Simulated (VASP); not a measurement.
Write the native input for VASP 6.6.1 that does the following.

```yaml
Task: single point
Functional: PBEsol
Potentials_or_basis: VASP PAW PBE potentials, release 64 (Zr_sv, S)
Cutoff: 520 eV
k_mesh: 20 × 20 × 20
Occupations: gaussian, width 0.15 eV
Spin: no spin polarisation
Dipole_correction: no
Further_INCAR_settings: ALGO = Normal; EDIFF = 1e-06; NBANDS = 16
```

The structure of ZrS lies in POSCAR:

```
ZrS
1.0
    0.1210170801      2.5830753500      2.5830753500
    2.5830753500      0.1210170801      2.5830753500
    2.7040924301      2.7040924301      0.0000000000
Zr S
1 1
Direct
    0.0000000000      0.0000000000      0.0000000000
    0.5000000000      0.5000000000      0.5000000000
```

This cell differs from its parent crystal: strain +0.0937 x Voigt [0, 0, 0, 0, 0, 1].

The input as run:

INCAR

```
PREC = Accurate
ENCUT = 520
EDIFF = 1E-6
ISMEAR = 0
SIGMA = 0.15
LREAL = F
LASPH = T
NELM = 60
ALGO = Normal
ISIF = 2
LWAVE = F
LCHARG = T
GGA = PS
LELF = T
LVHAR = T
NBANDS = 16
```

KPOINTS

```
Automatic mesh
0
Gamma
  20 20 20
```

Potentials or basis: VASP PAW PBE potentials, release 64 (Zr_sv, S).

The run is started by

```console
$ cat potpaw_PBE.64/Zr_sv/POTCAR potpaw_PBE.64/S/POTCAR > POTCAR
$ mpirun -np 1 vasp_std > vasp.out
```

Results of the run:

```yaml
Pressure: 0.6 GPa
Band_gap_on_the_k_mesh: zero (bands 9 and 10 overlap by 3.05 eV)
```

Caveat: the cell differs from its parent crystal (strain +0.0937 x Voigt [0, 0, 0, 0, 0, 1]); the PAW data sets were made with another functional, which shifts forces and pressure a little.

Wall time 4.9 min on 1 thread of Intel(R) Xeon(R) 6975P-C (Granite Rapids), with other jobs on the host, peak memory 0.68 GiB.
